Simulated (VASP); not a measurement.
A run of VASP 6.6.1:

The input INCAR:

```
PREC = Accurate
ENCUT = 520
EDIFF = 1E-6
ISMEAR = -1
SIGMA = 0.05
LREAL = F
LASPH = T
NELM = 60
ALGO = Normal
ISIF = 2
LWAVE = F
LCHARG = T
LELF = T
LVHAR = T
NBANDS = 22
```

File KPOINTS:

```
Automatic mesh
0
Gamma
  7 7 4
```

Contents of POSCAR:

```
Cl
1.0
    3.0807983119     -2.2040687446      0.0000000000
    3.0807983119      2.2040687446      0.0000000000
    0.0000000000      0.0000000000      8.0424019526
Cl
4
Direct
    0.3700000000      0.6300000000      0.4000000000
    0.1300000000      0.8700000000      0.9000000000
    0.6300000000      0.3700000000      0.6000000000
    0.8700000000      0.1300000000      0.1000000000
```

Potentials or basis: VASP PAW LDA potentials, release 64 (Cl).

Run with:

```console
$ cat potpaw_LDA.64/Cl/POTCAR > POTCAR
$ mpirun -np 1 vasp_std > vasp.out
```

Hardware: 1 thread of Intel(R) Xeon(R) 6975P-C (Granite Rapids), with other jobs on the host.

Q: Estimate the wall time of this run.

A: Wall time 32 s on 1 thread of Intel(R) Xeon(R) 6975P-C (Granite Rapids), on a shared host, peak memory 0.21 GiB. Counts: scf iterations 12, k points 48.
